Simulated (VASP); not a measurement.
# WS2 in VASP: single point with PBEsol

Aim: the single point of WS2 with PBEsol.

Everything below comes from runs of VASP 6.6.1. Logs are shortened: lines on timing, memory, paths and dates and some standing lists are left out, and cuts for length are marked.

**1. The cell of the first run**

The cell holds a slab with vacuum, 3 atoms: a = 3.146 Å, b = 3.146 Å, c = 16.984 Å, α = 91.72°, β = 86.57°, γ = 120.00°.

**2. Single point, PBEsol**

INCAR reads:

```
SYSTEM = WS2
PREC = Accurate
ENCUT = 520
EDIFF = 1E-6
ISMEAR = 0
SIGMA = 0.02
LREAL = .FALSE.
LASPH = .TRUE.
NELM = 100
ALGO = Normal
ISIF = 2
LWAVE = .FALSE.
LCHARG = .TRUE.
GGA = PS
LELF = .TRUE.
LVHAR = .TRUE.
NBANDS = 20
```

KPOINTS reads:

```
regular mesh
0
G
  12 12 2
  0 0 0
```

POSCAR reads:

```
WS2
1.0
    3.1457762274      0.0000000000      0.0000000000
   -1.5728881137      2.7243221276      0.0000000000
    1.0172052637      0.0000000000     16.9534210617
W S
1 2
Direct
    0.3333335504      0.6666671008      0.0000000000
    0.6965498516      0.3333331162      0.9075648434
    0.6367832646      0.3333331162      0.0924351566
```

Potentials or basis: VASP PAW PBE potentials, release 64 (W_sv, S).

Launch:

```
cat potpaw_PBE.64/W_sv/POTCAR potpaw_PBE.64/S/POTCAR > POTCAR
mpirun -np 1 vasp_std > vasp.out
```

OUTCAR:

```text
SYSTEM = WS2
   PREC = Accurate
   ENCUT = 520
   EDIFF = 1E-6
   ISMEAR = 0
   LREAL = .FALSE.
   LASPH = .TRUE.
   NELM = 100
   ISIF = 2
   GGA = PS

 ion  position               nearest neighbor table
   1  0.333  0.667  0.000-   2 2.40   3 2.40   2 2.40   3 2.40   3 2.40   2 2.40
   2  0.697  0.333  0.908-   1 2.40   1 2.40   1 2.40
   3  0.637  0.333  0.092-   1 2.40   1 2.40   1 2.40

  LATTYP: Found a base centered monoclinic cell.
 ALAT       =     3.1457762274
 B/A-ratio  =     1.7320508076
 C/A-ratio  =     5.3989567524
 COS(beta)  =    -0.0598922907

  Lattice vectors:

 A1 = (  -1.5728881137,   2.7243221276,   0.0000000000)
 A2 = (  -1.5728881137,  -2.7243221276,   0.0000000000)
 A3 = (   1.0172052637,   0.0000000000,  16.9534210617)

Analysis of symmetry for initial positions (statically):
=====================================================================
 Subroutine PRICEL returns:
 Original cell was already a primitive cell.

 Routine SETGRP: Setting up the symmetry group for a
 base centered monoclinic supercell.

 Subroutine GETGRP returns: Found  2 space group operations
 (whereof  2 operations were pure point group operations)
 out of a pool of  4 trial point group operations.

The static configuration has the point symmetry C_2 .

Analysis of symmetry for dynamics (positions and initial velocities):
=====================================================================
 Subroutine PRICEL returns:
 Original cell was already a primitive cell.

 Routine SETGRP: Setting up the symmetry group for a
 base centered monoclinic supercell.

 Subroutine GETGRP returns: Found  2 space group operations
 (whereof  2 operations were pure point group operations)
 out of a pool of  4 trial point group operations.

The dynamic configuration has the point symmetry C_2 .

 Subroutine INISYM returns: Found  2 space group operations
 (whereof  2 operations are pure point group operations),
 and found     1 'primitive' translations

----------------------------------------------------------------------------------------

                                     Primitive cell

  volume of cell :     145.2926

  direct lattice vectors                    reciprocal lattice vectors
     3.145776227  0.000000000  0.000000000     0.317886565  0.183531894 -0.019073194
    -1.572888114  2.724322128  0.000000000     0.000000000  0.367063788  0.000000000
     1.017205264  0.000000000 16.953421062     0.000000000  0.000000000  0.058985145

  length of vectors
     3.145776227  3.145776227 16.983909804     0.367558990  0.367063788  0.058985145

  position of ions in fractional coordinates (direct lattice)
     0.333333550  0.666667101  0.000000000
     0.696549852  0.333333116  0.907564843
     0.636783265  0.333333116  0.092435157

  ion indices of the primitive-cell ions
   primitive index   ion index
                 1           1
                 2           2
                 3           3

----------------------------------------------------------------------------------------

 KPOINTS: regular mesh

Automatic generation of k-mesh.
 Grid dimensions read from file:
 generate k-points for:   12   12    2

 Generating k-lattice:

  Cartesian coordinates                     Fractional coordinates (reciprocal lattice)
     0.026490547  0.015294325 -0.001589433     0.083333333  0.000000000  0.000000000
     0.000000000  0.030588649  0.000000000     0.000000000  0.083333333  0.000000000
     0.000000000  0.000000000  0.029492573     0.000000000  0.000000000  0.500000000

  Length of vectors
     0.030629916  0.030588649  0.029492573

  Shift w.r.t. Gamma in fractional coordinates (k-lattice)
     0.000000000  0.000000000  0.000000000

 Subroutine IBZKPT returns following result:
 ===========================================

 Found     86 irreducible k-points:

 Following reciprocal coordinates:
            Coordinates               Weight
  0.000000  0.000000  0.000000      1.000000
  0.083333 -0.000000  0.000000      4.000000
  0.166667  0.000000 -0.000000      4.000000
  0.250000 -0.000000  0.000000      4.000000
  0.333333 -0.000000 -0.000000      4.000000
  0.416667  0.000000 -0.000000      4.000000
[... 16 lines left out ...]
  0.333333  0.166667 -0.000000      4.000000
  0.416667  0.166667 -0.000000      4.000000
 [... further k-points ...]
   k-points           NKPTS =     86   k-points in BZ     NKDIM =     86   number of bands    NBANDS=     20
   number of dos      NEDOS =    301   number of ions     NIONS =      3
   total plane-waves  NPLWV =  72576
   dimension x,y,z NGX =    24 NGY =   24 NGZ =  126
   dimension x,y,z NGXF=    48 NGYF=   48 NGZF=  252
   ions per type =               1   2
   NGX,Y,Z   is equivalent  to a cutoff of  12.68, 12.68, 12.33 a.u.
   NGXF,Y,Z  is equivalent  to a cutoff of  25.37, 25.37, 24.67 a.u.
 SYSTEM =  WS2
   PREC   = accura    normal or accurate (medium, high low for compatibility)
   ISTART =      0    job   : 0-new  1-cont  2-samecut
   ICHARG =      2    charge: 1-file 2-atom 10-const
   ISPIN  =      1    spin polarized calculation?
   LNONCOLLINEAR =      F non collinear calculations
   LSORBIT =      F    spin-orbit coupling
   LASPH  =      T    aspherical Exc in radial PAW
   ENCUT  =  520.0 eV  38.22 Ry    6.18 a.u.   5.85  5.85 31.58*2*pi/ulx,y,z
   NELM   =    100;   NELMIN=  2; NELMDL= -5     # of ELM steps
   EDIFF  = 0.1E-05   stopping-criterion for ELM
   LREAL  =      F    real-space projection
   EDIFFG = 0.1E-04   stopping-criterion for IOM
   NSW    =      0    number of steps for IOM
   IBRION =     -1    ionic relax: 0-MD 1-quasi-New 2-CG
   NFREE  =      0    steps in history (QN), initial steepest desc. (CG)
   ISIF   =      2    stress and relaxation
   ISYM   =      2    0-nonsym 1-usesym 2-fastsym
   POTIM  = 0.5000    time-step for ionic-motion
   TEBEG  =    0.0;   TEEND  =   0.0 temperature during run
   PSTRESS=    0.0 pullay stress
   NELECT =      26.0000    total number of electrons
   NUPDOWN=      -1.0000    fix difference up-down
   EMIN   =  10.00;   EMAX   =-10.00  energy-range for DOS
   EFERMI =   0.00;   METHOD = LEGACY
   ISMEAR =     0;   SIGMA  =   0.02  broadening in eV -4-tet -1-fermi 0-gaus
   EFERMI_NEDOS =   21; number of points for ismear=-14 and -15
   IALGO  =     38    algorithm
   IMIX   =      4    mixing-type and parameters
     AMIX     =   0.40;   BMIX     =  1.00
     AMIX_MAG =   1.60;   BMIX_MAG =  1.00
  volume/ion in A,a.u.               =      48.43       326.83
  Fermi-wavevector in a.u.,A,eV,Ry     =   0.922539  1.743346 11.579622  0.851078
  Thomas-Fermi vector in A             =   2.048077
   LORBIT       =      0    0 simple, 1 ext, 2 COOP (PROOUT), +10 PAW based schemes
   GGA     = PS    functional components
   LHFCALC =     F    Hartree Fock is set to
   AEXX    =    0.0000 exact exchange contribution
   IVDW    =     0    specifies the selected vdW correction
   LEPSILON=     F    determine dielectric tensor
   LRPA    =     F    only Hartree local field effects (RPA)
 non-spin polarized calculation
 Gauss-broadening in eV      SIGMA  =   0.02
  energy-cutoff  :      520.00
  volume of cell :      145.29
 maximum number of plane-waves:      3940
   NGX = 11   NGY = 11   NGZ = 63

 number of electron      25.9999999 magnetization

 Free energy of the ion-electron system (eV)
  ---------------------------------------------------
  ext. energy  EPLUGINS =         0.00000000
  ---------------------------------------------------
  free energy    TOTEN  =       -25.24904684 eV

  energy without entropy =      -25.24904684  energy(sigma->0) =      -25.24904684

 E-fermi :  -0.9680     XC(G=0):  -4.6027

 val. band max:       -1.1462162955   @ k =   0.3333   0.3333   0.5000
 cond. band min:       0.7952385324   @ k =   0.3333   0.3333  -0.0000
 fundamental gap:      1.9414548279
 Fermi energy:        -0.9679664488

 k-point     1 :       0.0000    0.0000    0.0000
  band No.  band energies     occupation
      1     -75.0520      2.00000
      2     -39.3304      2.00000
      3     -39.1357      2.00000
      4     -39.1357      2.00000
      5     -16.0368      2.00000
      6     -14.3443      2.00000
[... 12 lines left out ...]
     19       4.4028      0.00000
     20       4.5074      0.00000

 k-point     2 :       0.0833   -0.0000    0.0000
  band No.  band energies     occupation
      1     -75.0507      2.00000
      2     -39.3256      2.00000
      3     -39.1619      2.00000
      4     -39.1418      2.00000
      5     -15.9157      2.00000
      6     -14.2997      2.00000
[... 12 lines left out ...]
     19       4.5420      0.00000
     20       4.9298      0.00000

 k-point     3 :       0.1667    0.0000   -0.0000
  band No.  band energies     occupation
      1     -75.0470      2.00000
      2     -39.3127      2.00000
      3     -39.2328      2.00000
      4     -39.1582      2.00000
      5     -15.5703      2.00000
      6     -14.1727      2.00000
[... 12 lines left out ...]
     19       4.9452      0.00000
     20       5.7886      0.00000

 k-point     4 :       0.2500   -0.0000    0.0000
  band No.  band energies     occupation
      1     -75.0420      2.00000
      2     -39.3282      2.00000
      3     -39.2950      2.00000
      4     -39.1806      2.00000
      5     -15.0556      2.00000
      6     -13.9856      2.00000
[... 12 lines left out ...]
     19       5.5497      0.00000
     20       6.2809      0.00000

 k-point     5 :       0.3333   -0.0000   -0.0000
  band No.  band energies     occupation
      1     -75.0370      2.00000
      2     -39.4222      2.00000
      3     -39.2772      2.00000
      4     -39.2030      2.00000
      5     -14.4698      2.00000
      6     -13.7790      2.00000
[... 12 lines left out ...]
     19       6.1396      0.00000
     20       6.2621      0.00000

 k-point     6 :       0.4167    0.0000   -0.0000
  band No.  band energies     occupation
      1     -75.0334      2.00000
      2     -39.4900      2.00000
      3     -39.2641      2.00000
      4     -39.2192      2.00000
      5     -13.9706      2.00000
      6     -13.6120      2.00000
[... 12 lines left out ...]
     19       6.3809      0.00000
     20       6.5693      0.00000

 k-point     7 :       0.5000   -0.0000    0.0000
  band No.  band energies     occupation
      1     -75.0320      2.00000
      2     -39.5146      2.00000
      3     -39.2593      2.00000
      4     -39.2252      2.00000
      5     -13.7659      2.00000
      6     -13.5467      2.00000
[... 12 lines left out ...]
     19       6.4905      0.00000
     20       6.8070      0.00000
[... 277 lines left out ...]
 k-point    20 :       0.0833    0.1667    0.0000
  band No.  band energies     occupation
      1     -75.0439      2.00000
      2     -39.3015      2.00000
      3     -39.2888      2.00000
      4     -39.1772      2.00000
      5     -15.2509      2.00000
      6     -14.0555      2.00000
[... 12 lines left out ...]
     19       5.3371      0.00000
     20       6.2584      0.00000

 k-point    21 :       0.1667    0.1667   -0.0000
  band No.  band energies     occupation
      1     -75.0395      2.00000
      2     -39.3575      2.00000
      3     -39.2861      2.00000
      4     -39.2102      2.00000
      5     -14.7761      2.00000
      6     -13.8810      2.00000
[... 12 lines left out ...]
     19       5.9485      0.00000
     20       6.8751      0.00000

 k-point    22 :       0.2500    0.1667    0.0000
  band No.  band energies     occupation
      1     -75.0352      2.00000
      2     -39.4220      2.00000
      3     -39.2706      2.00000
      4     -39.2466      2.00000
      5     -14.2403      2.00000
      6     -13.6856      2.00000
[... 12 lines left out ...]
     19       6.5509      0.00000
     20       6.6730      0.00000

 k-point    23 :       0.3333    0.1667   -0.0000
  band No.  band energies     occupation
      1     -75.0320      2.00000
      2     -39.4674      2.00000
      3     -39.2744      2.00000
      4     -39.2593      2.00000
      5     -13.7919      2.00000
      6     -13.5251      2.00000
[... 12 lines left out ...]
     19       7.1692      0.00000
     20       7.3906      0.00000

 k-point    24 :       0.4167    0.1667   -0.0000
  band No.  band energies     occupation
      1     -75.0309      2.00000
      2     -39.4838      2.00000
      3     -39.2847      2.00000
      4     -39.2552      2.00000
      5     -13.6113      2.00000
      6     -13.4617      2.00000
[... 12 lines left out ...]
     19       7.5582      0.00000
     20       8.1491      0.00000

 [... further k-points ...]

------------------------ aborting loop because EDIFF is reached ----------------------------------------

  FORCE on cell =-STRESS in cart. coord.  units (eV):
  Direction    XX          YY          ZZ          XY          YZ          ZX
  --------------------------------------------------------------------------------------
  -------------------------------------------------------------------------------------
  Total        0.0298975      0.0305538      0.0239205      0.0000000      0.0000000     -0.0005059
  in kB        0.3296873      0.3369243      0.2637776      0.0000000      0.0000000     -0.0055786
  external PRESSURE =       0.3101298 kB  Pullay stress =       0.0000000 kB

 VOLUME and BASIS-vectors are now :
 -----------------------------------------------------------------------------
  energy-cutoff  :      520.00
  volume of cell :      145.29
      direct lattice vectors                 reciprocal lattice vectors
     3.145776227  0.000000000  0.000000000     0.317886565  0.183531894 -0.019073194
    -1.572888114  2.724322128  0.000000000     0.000000000  0.367063788  0.000000000
     1.017205264  0.000000000 16.953421062     0.000000000  0.000000000  0.058985145

 POSITION                                       TOTAL-FORCE (eV/Angst)
 -----------------------------------------------------------------------------------
      0.00000      1.81622      0.00000         0.000000     -0.000047      0.000000
      2.59007      0.90811     15.38633         0.000198      0.000023     -0.016725
      1.57291      0.90811      1.56709        -0.000198      0.000023      0.016725
 -----------------------------------------------------------------------------------
    total drift:                               -0.000000     -0.000017     -0.000000

  FREE ENERGIE OF THE ION-ELECTRON SYSTEM (eV)
  ---------------------------------------------------
  free  energy   TOTEN  =       -25.2490468390 eV

  energy  without entropy=      -25.2490468390  energy(sigma->0) =      -25.24904684
```

It took 4.8 min on 1 thread of AMD EPYC 7R43 (Zen 3), shared host; peak memory 0.35 GiB.

Results:

| Quantity | Value |
| --- | --- |
| Free energy | -25.2490 eV |
| Largest force | 0.017 eV/Å |
| Band gap on the k mesh | 1.94 eV |

Forces in eV/Å, atoms in the order of the input:
```
W    0.000  0.000  0.000
S    0.000  0.000 -0.017
S    0.000  0.000  0.017
```

Caveat: there is no dipole correction, which matters where the two faces differ; the PAW data sets were made with another functional, which shifts forces and pressure a little; spin-orbit coupling is left out, which moves the levels of the heavy elements.
